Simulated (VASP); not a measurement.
# Cd8H (Pm) in VASP: single point with PBE

Aim: the single point of Cd8H with PBE.

Everything below comes from runs of VASP 6.6.1. Logs are shortened: lines on timing, memory, paths and dates and some standing lists are left out, and cuts for length are marked.

## Step 1: The cell of the first run

Symmetry: Pm, No. 6, monoclinic system. The conventional cell has a = 5.197 Å, b = 3.000 Å, c = 11.877 Å, α = 90.00°, β = 90.00°, γ = 90.00°. Within 4.0 Å of Cd (site symmetry m) lie 12 Cd at 3.00 to 3.44 Å. Cd (site symmetry m) has 12 Cd at 3.00 to 3.44 Å within 4.0 Å. Cd (site symmetry m) has 12 Cd at 3.00 to 3.44 Å within 4.0 Å. Within 4.0 Å of Cd (site symmetry m) lie 12 Cd at 3.00 to 3.44 Å. Within 3.1 Å of Cd (site symmetry m) lie 1 H at 2.24 Å and 6 Cd at 3.00 Å. Within 3.1 Å of Cd (site symmetry m) lie 2 H at 2.24 Å and 6 Cd at 3.00 Å. Within 3.1 Å of Cd (site symmetry m) lie 2 H at 2.33 Å and 6 Cd at 3.00 Å. Within 3.1 Å of Cd (site symmetry m) lie 1 H at 2.33 Å and 6 Cd at 3.00 Å.

## Step 2: Single point, PBE

File INCAR:

```
PREC     = Accurate       # precision mode
ENCUT    = 520            # plane-wave cutoff, eV
EDIFF    = 1E-6           # SCF threshold, eV
ISMEAR   = 0              # smearing method
SIGMA    = 0.1            # smearing width, eV
LREAL    = False          # projectors in reciprocal space
LASPH    = True           # aspherical terms in the spheres
NELM     = 80             # most SCF steps
ALGO     = Normal         # electronic algorithm
ISIF     = 2              # what is computed and relaxed
LWAVE    = False          # write WAVECAR
LCHARG   = True           # write CHGCAR
GGA      = PE             # functional
LELF     = True           # ELF
LVHAR    = True         
NBANDS   = 58             # bands
```

File KPOINTS:

```
regular mesh
0
Gamma
  8 8 2
```

File POSCAR:

```
Cd8H
1.0
    6.0009031624      0.0000000000      0.0000000000
   -1.5002257906      2.5984672921      0.0000000000
    0.0000000000      0.0000000000     11.8769109110
Cd H
8 1
Direct
    0.5000000000      0.0000000000      0.0000000000
    0.0000000000      0.0000000000      0.0000000000
    0.1666666667      0.6666666667      0.2500000000
    0.6666666667      0.6666666667      0.2500000000
    0.5000000000      0.0000000000      0.5000000000
    0.0000000000      0.0000000000      0.5000000000
    0.3333333333      0.3333333333      0.7500000000
    0.8333333333      0.3333333333      0.7500000000
    0.1666666667      0.6666666667      0.6190476190
```

Potentials or basis: VASP PAW PBE potentials, release 64 (Cd, H).

Command:

```
$ cat potpaw_PBE.64/Cd/POTCAR potpaw_PBE.64/H/POTCAR > POTCAR
$ mpirun -np 1 vasp_std > vasp.out
```

OUTCAR:

```text
PREC = Accurate
   ENCUT = 520
   EDIFF = 1E-6
   ISMEAR = 0
   LREAL = False
   LASPH = True
   NELM = 80
   ISIF = 2
   GGA = PE

 ion  position               nearest neighbor table
   1  0.500  0.000  0.000-   2 3.00   2 3.00   2 3.00   2 3.00   3 3.44   8 3.44   4 3.44   7 3.44
                             4 3.44   7 3.44
   2  0.000  0.000  0.000-   1 3.00   1 3.00   1 3.00   1 3.00   4 3.44   7 3.44   3 3.44   8 3.44
                             8 3.44   3 3.44
   3  0.167  0.667  0.250-   4 3.00   4 3.00   4 3.00   4 3.00   1 3.44   5 3.44   2 3.44   6 3.44
                             2 3.44   6 3.44
   4  0.667  0.667  0.250-   3 3.00   3 3.00   3 3.00   3 3.00   2 3.44   6 3.44   1 3.44   5 3.44
                             5 3.44   1 3.44
   5  0.500  0.000  0.500-   9 2.24   6 3.00   6 3.00   6 3.00   6 3.00   8 3.44   3 3.44   4 3.44
                             7 3.44   7 3.44   4 3.44
   6  0.000  0.000  0.500-   9 2.24   9 2.24   5 3.00   5 3.00   5 3.00   5 3.00   7 3.44   4 3.44
                             3 3.44   8 3.44   3 3.44   8 3.44
   7  0.333  0.333  0.750-   9 2.33   9 2.33   8 3.00   8 3.00   8 3.00   8 3.00   6 3.44   2 3.44
                             1 3.44   5 3.44   1 3.44   5 3.44
   8  0.833  0.333  0.750-   9 2.33   7 3.00   7 3.00   7 3.00   7 3.00   1 3.44   5 3.44   6 3.44
                             2 3.44   2 3.44   6 3.44
   9  0.167  0.667  0.619-   5 2.24   6 2.24   6 2.24   7 2.33   7 2.33   8 2.33

  Warning from LATTYP: Monoclinic adjustment (A1->A3, A2->A1, A3->A2)!
  LATTYP: Found a simple orthorhombic cell.
 ALAT       =     3.0004515812
 B/A-ratio  =     1.7320508076
 C/A-ratio  =     3.9583744612

  Lattice vectors:

 A1 = (   1.5002257906,  -2.5984672921,   0.0000000000)
 A2 = (   4.5006773718,   2.5984672921,   0.0000000000)
 A3 = (   0.0000000000,   0.0000000000,  11.8769109110)

Analysis of symmetry for initial positions (statically):
=====================================================================
 Subroutine PRICEL returns:
 Original cell was already a primitive cell.

 Routine SETGRP: Setting up the symmetry group for a
 simple orthorhombic supercell.

 Subroutine GETGRP returns: Found  2 space group operations
 (whereof  2 operations were pure point group operations)
 out of a pool of  8 trial point group operations.

The static configuration has the point symmetry C_1h.

Analysis of symmetry for dynamics (positions and initial velocities):
=====================================================================
 Subroutine PRICEL returns:
 Original cell was already a primitive cell.

 Routine SETGRP: Setting up the symmetry group for a
 simple orthorhombic supercell.

 Subroutine GETGRP returns: Found  2 space group operations
 (whereof  2 operations were pure point group operations)
 out of a pool of  8 trial point group operations.

The dynamic configuration has the point symmetry C_1h.

 Subroutine INISYM returns: Found  2 space group operations
 (whereof  2 operations are pure point group operations),
 and found     1 'primitive' translations

----------------------------------------------------------------------------------------

                                     Primitive cell

  volume of cell :     185.1985

  direct lattice vectors                    reciprocal lattice vectors
     6.000903162  0.000000000  0.000000000     0.166641583  0.096210563  0.000000000
    -1.500225791  2.598467292  0.000000000     0.000000000  0.384842250  0.000000000
     0.000000000  0.000000000 11.876910911     0.000000000  0.000000000  0.084196977

  length of vectors
     6.000903162  3.000451581 11.876910911     0.192421125  0.384842250  0.084196977

  position of ions in fractional coordinates (direct lattice)
     0.500000000  0.000000000  0.000000000
     0.000000000  0.000000000  0.000000000
     0.166666667  0.666666667  0.250000000
     0.666666667  0.666666667  0.250000000
     0.500000000  0.000000000  0.500000000
     0.000000000  0.000000000  0.500000000
     0.333333333  0.333333333  0.750000000
     0.833333333  0.333333333  0.750000000
     0.166666667  0.666666667  0.619047619

  ion indices of the primitive-cell ions
   primitive index   ion index
                 1           1
                 2           2
                 3           3
                 4           4
                 5           5
                 6           6
                 7           7
                 8           8
                 9           9

----------------------------------------------------------------------------------------

 KPOINTS: regular mesh

Automatic generation of k-mesh.
 Grid dimensions read from file:
 generate k-points for:    8    8    2

 Generating k-lattice:

  Cartesian coordinates                     Fractional coordinates (reciprocal lattice)
     0.020830198  0.012026320  0.000000000     0.125000000 -0.000000000  0.000000000
     0.000000000  0.048105281  0.000000000     0.000000000  0.125000000  0.000000000
     0.000000000  0.000000000  0.042098489     0.000000000  0.000000000  0.500000000

  Length of vectors
     0.024052641  0.048105281  0.042098489

  Shift w.r.t. Gamma in fractional coordinates (k-lattice)
     0.000000000  0.000000000  0.000000000

 Subroutine IBZKPT returns following result:
 ===========================================

 Found     50 irreducible k-points:

 Following reciprocal coordinates:
            Coordinates               Weight
  0.000000  0.000000  0.000000      1.000000
  0.125000  0.000000  0.000000      2.000000
  0.250000  0.000000  0.000000      2.000000
  0.375000  0.000000  0.000000      2.000000
  0.500000  0.000000  0.000000      1.000000
  0.000000  0.125000  0.000000      4.000000
[... 16 lines left out ...]
  0.250000  0.500000  0.000000      2.000000
  0.375000  0.500000  0.000000      2.000000
 [... further k-points ...]
   k-points           NKPTS =     50   k-points in BZ     NKDIM =     50   number of bands    NBANDS=     58
   number of dos      NEDOS =    301   number of ions     NIONS =      9
   total plane-waves  NPLWV = 103680
   dimension x,y,z NGX =    48 NGY =   24 NGZ =   90
   dimension x,y,z NGXF=    96 NGYF=   48 NGZF=  180
   ions per type =               8   1
   NGX,Y,Z   is equivalent  to a cutoff of  13.30, 13.30, 12.60 a.u.
   NGXF,Y,Z  is equivalent  to a cutoff of  26.60, 26.60, 25.20 a.u.
 SYSTEM =  unknown system
   PREC   = accura    normal or accurate (medium, high low for compatibility)
   ISTART =      0    job   : 0-new  1-cont  2-samecut
   ICHARG =      2    charge: 1-file 2-atom 10-const
   ISPIN  =      1    spin polarized calculation?
   LNONCOLLINEAR =      F non collinear calculations
   LSORBIT =      F    spin-orbit coupling
   LASPH  =      T    aspherical Exc in radial PAW
   ENCUT  =  520.0 eV  38.22 Ry    6.18 a.u.  11.16  5.58 22.08*2*pi/ulx,y,z
   NELM   =     80;   NELMIN=  2; NELMDL= -5     # of ELM steps
   EDIFF  = 0.1E-05   stopping-criterion for ELM
   LREAL  =      F    real-space projection
[... 7 lines left out ...]
   TEBEG  =    0.0;   TEEND  =   0.0 temperature during run
   PSTRESS=    0.0 pullay stress
   NELECT =      97.0000    total number of electrons
   NUPDOWN=      -1.0000    fix difference up-down
   EMIN   =  10.00;   EMAX   =-10.00  energy-range for DOS
   EFERMI =   0.00;   METHOD = LEGACY
   ISMEAR =     0;   SIGMA  =   0.10  broadening in eV -4-tet -1-fermi 0-gaus
   EFERMI_NEDOS =   21; number of points for ismear=-14 and -15
   IALGO  =     38    algorithm
   IMIX   =      4    mixing-type and parameters
     AMIX     =   0.40;   BMIX     =  1.00
     AMIX_MAG =   1.60;   BMIX_MAG =  1.00
  volume/ion in A,a.u.               =      20.58       138.86
  Fermi-wavevector in a.u.,A,eV,Ry     =   1.319632  2.493744 23.693587  1.741430
  Thomas-Fermi vector in A             =   2.449517
   LORBIT       =      0    0 simple, 1 ext, 2 COOP (PROOUT), +10 PAW based schemes
   GGA     = PE    functional components
   LHFCALC =     F    Hartree Fock is set to
   AEXX    =    0.0000 exact exchange contribution
   IVDW    =     0    specifies the selected vdW correction
   LEPSILON=     F    determine dielectric tensor
   LRPA    =     F    only Hartree local field effects (RPA)
 non-spin polarized calculation
 Gauss-broadening in eV      SIGMA  =   0.10
  energy-cutoff  :      520.00
  volume of cell :      185.20
 maximum number of plane-waves:      5022
 NGX is ok and might be reduce to    48
   NGX = 23   NGY = 11   NGZ = 45

 number of electron      96.9999990 magnetization

 Free energy of the ion-electron system (eV)
  ---------------------------------------------------
  ext. energy  EPLUGINS =         0.00000000
  ---------------------------------------------------
  free energy    TOTEN  =        -7.96405936 eV

  energy without entropy =       -7.94974041  energy(sigma->0) =       -7.95689989

 E-fermi :   2.6385     XC(G=0): -10.7368

 val. band max:        2.6270316596   @ k =   0.1250   0.3750   0.0000
 cond. band min:       2.6477007010   @ k =   0.1250   0.3750   0.5000
 fundamental gap:      0.0206690414
 Fermi energy:         2.6384584611

 k-point     1 :       0.0000    0.0000    0.0000
  band No.  band energies     occupation
      1      -7.5020      2.00000
      2      -7.2256      2.00000
      3      -7.1953      2.00000
      4      -7.1487      2.00000
      5      -7.1233      2.00000
      6      -7.0744      2.00000
[... 50 lines left out ...]
     57       6.4801      0.00000
     58       9.1991      0.00000

 k-point     2 :       0.1250    0.0000    0.0000
  band No.  band energies     occupation
      1      -7.4710      2.00000
      2      -7.2034      2.00000
      3      -7.1684      2.00000
      4      -7.1180      2.00000
      5      -7.0955      2.00000
      6      -7.0499      2.00000
[... 50 lines left out ...]
     57       7.3728      0.00000
     58       8.8611      0.00000
[... 1279 lines left out ...]
     57       6.5809      0.00000
     58       6.6602      0.00000

 k-point    24 :       0.3750    0.5000    0.0000
  band No.  band energies     occupation
      1      -7.3000      2.00000
      2      -6.9355      2.00000
      3      -6.9246      2.00000
      4      -6.8525      2.00000
      5      -6.8385      2.00000
      6      -6.8127      2.00000
[... 50 lines left out ...]
     57       6.3494      0.00000
     58       6.9969      0.00000

 [... further k-points ...]

------------------------ aborting loop because EDIFF is reached ----------------------------------------

  FORCE on cell =-STRESS in cart. coord.  units (eV):
  Direction    XX          YY          ZZ          XY          YZ          ZX
  --------------------------------------------------------------------------------------
  -------------------------------------------------------------------------------------
  Total        2.7903828      2.9604196      1.9403503     -0.1472562      0.0478449      0.0828699
  in kB       24.1399847     25.6109964     16.7862369     -1.2739335      0.4139132      0.7169185
  external PRESSURE =      22.1790727 kB  Pullay stress =       0.0000000 kB

 VOLUME and BASIS-vectors are now :
 -----------------------------------------------------------------------------
  energy-cutoff  :      520.00
  volume of cell :      185.20
      direct lattice vectors                 reciprocal lattice vectors
     6.000903162  0.000000000  0.000000000     0.166641583  0.096210563  0.000000000
    -1.500225791  2.598467292  0.000000000     0.000000000  0.384842250  0.000000000
     0.000000000  0.000000000 11.876910911     0.000000000  0.000000000  0.084196977

 POSITION                                       TOTAL-FORCE (eV/Angst)
 -----------------------------------------------------------------------------------
      3.00045      0.00000      0.00000        -0.006710     -0.003874      0.037844
      0.00000      0.00000      0.00000         0.009994      0.005770     -0.044363
      0.00000      1.73231      2.96923        -0.004837     -0.002793      0.038294
      3.00045      1.73231      2.96923         0.001699      0.000981     -0.051617
      3.00045      0.00000      5.93846         0.178787      0.103223     -0.233828
      0.00000      0.00000      5.93846        -0.200337     -0.115665     -0.372130
      1.50023      0.86616      8.90768         0.134147      0.077450      0.350354
      4.50068      0.86616      8.90768        -0.115536     -0.066704      0.238380
      0.00000      1.73231      7.35237         0.002793      0.001612      0.037066
 -----------------------------------------------------------------------------------
    total drift:                               -0.000003     -0.000002      0.000001

  FREE ENERGIE OF THE ION-ELECTRON SYSTEM (eV)
  ---------------------------------------------------
  free  energy   TOTEN  =        -7.9640593645 eV

  energy  without entropy=       -7.9497404062  energy(sigma->0) =       -7.95689989
```

It took 5 min on 1 thread of AMD EPYC 9R45 (Zen 5), shared host; peak memory 0.52 GiB.

Results:

* Free energy: -7.9641 eV
* Pressure: 2.2 GPa
* Largest force: 0.438 eV/Å
* Band gap on the k mesh: zero (an odd number of electrons rules out a gap without spin polarisation)

Forces on the atoms (eV/Å):
```
Cd  -0.007 -0.004  0.038
Cd   0.010  0.006 -0.044
Cd  -0.005 -0.003  0.038
Cd   0.002  0.001 -0.052
Cd   0.179  0.103 -0.234
Cd  -0.200 -0.116 -0.372
Cd   0.134  0.077  0.350
Cd  -0.116 -0.067  0.238
H    0.003  0.002  0.037
```

Stress tensor (GPa, compression positive):
```
 2.41 -0.13  0.07
-0.13  2.56  0.04
 0.07  0.04  1.68
```

The gap in the log of VASP goes by the Fermi energy; the results here count the filled bands.